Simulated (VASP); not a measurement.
Wanted: the native input for a VASP 6.6.1 run.

- Task: single point
- Functional: PBE
- Dispersion: D3(BJ)
- Potentials or basis: VASP PAW PBE potentials, release 64 (C)
- Cutoff: 520 eV
- k mesh: 7 × 11 × 3
- Occupations: gaussian, width 0.05 eV
- Spin: no spin polarisation
- Dipole correction: no
- Further INCAR settings: ALGO = Normal; EDIFF = 1e-07; NBANDS = 31

The structure of C lies in POSCAR:

```
C
1.0
    0.0000000000      1.4231666446     -3.3613878322
   -2.4649969361      0.0000000000      0.0000000000
    1.4379148794     11.2109101691      3.8610359234
C
10
Direct
    0.5273645794      0.0200650510      0.7201115161
    0.7638152206      0.6322999749      0.0553713855
    0.9547025603      0.2292412439      0.2215564182
    0.1455899000      0.8261825130      0.3877414508
    0.3364772397      0.4231237820      0.5539264834
    0.8270721190      0.1646412941      0.1108136471
    0.0179594587      0.7615825632      0.2769986797
    0.2088467984      0.3585238322      0.4431837123
    0.3997341381      0.9554651012      0.6093687450
    0.5906214777      0.5524063703      0.7755537776
```

This cell differs from its parent crystal: the part above a cut slid along it.

These files were run (other wordings do the same):

INCAR

```
PREC = Accurate
ENCUT = 520
EDIFF = 1E-7
ISMEAR = 0
SIGMA = 0.05
LREAL = False
LASPH = True
NELM = 100
ALGO = Normal
ISIF = 2
LWAVE = False
LCHARG = True
GGA = PE
IVDW = 12
LELF = True
LVHAR = True
NBANDS = 31
```

KPOINTS

```
regular mesh
0
Gamma
  7 11 3
```

Potentials or basis: VASP PAW PBE potentials, release 64 (C).

Run with:

```console
$ cat potpaw_PBE.64/C/POTCAR > POTCAR
$ mpirun -np 1 vasp_std > vasp.out
```

Results of the run:

```
Pressure                   : -1.7 GPa
Largest force              : 2.540 eV/Å
Dispersion energy per atom : -0.139 eV
```

Caveat: the cell differs from its parent crystal (the part above a cut slid along it); forces of over 1 eV/Å act on the atoms, so gaps and moduli don't describe the material at rest.

Wall time 8.9 min on 1 thread of Intel Xeon 8259CL, with other jobs on the host, peak memory 0.37 GiB.
